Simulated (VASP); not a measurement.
Ni:

```
Ni
1.0
     0.00000    1.73807    1.73807
     1.73807    0.00000    1.73807
     1.73807    1.73807    0.00000
Ni
1
Direct
  0.00000 0.00000 0.00000
```

Base run:

| Property | Result |
| --- | --- |
| Program | VASP 6.6.1 |
| Functional | r2SCAN |
| Potentials or basis | VASP PAW PBE potentials, release 64 (Ni) |
| Cutoff | 520 eV |
| k mesh | 9 × 9 × 9 |
| Occupations | fermi-dirac, width 0.05 eV |
| Spin | collinear spin, ferromagnetic start |
| Starting moments | [0.807] μB |

Its results: pressure -0.2 GPa; net moment 0.63 μB per cell; site moments Ni +0.65 μB.

Question: The run is repeated on the same cell with these changes: k mesh from 9 × 9 × 9 to 16 × 16 × 16. What comes out?

Answer: Pressure 1.0 GPa; net moment 0.74 μB per cell; site moments Ni +0.76 μB.

Caveats: the PAW data sets were made with another functional, which shifts forces and pressure a little.
